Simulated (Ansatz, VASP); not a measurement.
# SnSe: VASP beside Ansatz

Contents of INCAR:

```
SYSTEM = SnSe
PREC     = Accurate       ! precision mode
ENCUT    = 520            ! plane-wave cutoff, eV
EDIFF    = 1E-6           ! SCF threshold, eV
ISMEAR   = -1             ! smearing method
SIGMA    = 0.05           ! smearing width, eV
LREAL    = .FALSE.        ! projectors in reciprocal space
LASPH    = .TRUE.         ! aspherical terms in the spheres
NELM     = 80             ! most SCF steps
ALGO     = Normal         ! electronic algorithm
ISIF     = 2              ! what is computed and relaxed
LWAVE    = .FALSE.        ! write WAVECAR
LCHARG   = .FALSE.        ! write CHGCAR
GGA      = PS             ! functional
NBANDS   = 17             ! bands
```

KPOINTS

```
regular mesh
0
G
  6 6 6
  0 0 0
```

POSCAR

```
SnSe
1.0
    0.0000000000      3.0100000000      3.0100000000
    3.0100000000      0.0000000000      3.0100000000
    3.0100000000      3.0100000000      0.0000000000
Sn Se
1 1
Direct
    0.0000000000      0.0000000000      0.0000000000
    0.5000000000      0.5000000000      0.5000000000
```

input.yaml

```yaml
crystal:
  lattice:
    - [0.0, 3.01, 3.01]
    - [3.01, 0.0, 3.01]
    - [3.01, 3.01, 0.0]
  atoms:
    - { symbol: Sn, position: [0.0, 0.0, 0.0] }
    - { symbol: Se, position: [0.5, 0.5, 0.5] }
kpoints:
  mp_grid: { grid: [6, 6, 6] }
  band_path:
    path:
      - [0.0, 0.0, 0.0]
      - [0.5, 0.0, 0.5]
      - [0.5, 0.25, 0.75]
      - [0.375, 0.375, 0.75]
      - [0.0, 0.0, 0.0]
      - [0.5, 0.5, 0.5]
      - [0.625, 0.25, 0.625]
      - [0.5, 0.25, 0.75]
    npoints: 6
scf:
  occupations: { method: fermi_dirac, width: 0.05 }
hamiltonian:
  xc: pbesol
  pseudopotentials: { kind: all_electron, lapw: { basis_error: 0.001 } }
output:
  forces: true
  stress: true
  eigenvalues: true
```

Alike in both runs: functional PBEsol; k mesh 6 × 6 × 6; occupations fermi-dirac, width 0.05 eV; no spin polarisation.

|  | VASP | Ansatz |
| --- | --- | --- |
| version | VASP 6.6.1 | Ansatz 0.2.0 |
| potentials or method | VASP PAW PBE potentials, release 64 (Sn_d, Se), cutoff 520 eV | all-electron LAPW, scalar-relativistic |
| task | single point | band structure |

```tsv
	VASP	Ansatz	Ansatz less VASP
pressure (GPa)	-2.3	-2.3	-0.01
```

VASP's potentials were made for PBE, not for PBEsol. Ansatz ran all-electron here, and VASP with PAW potentials.
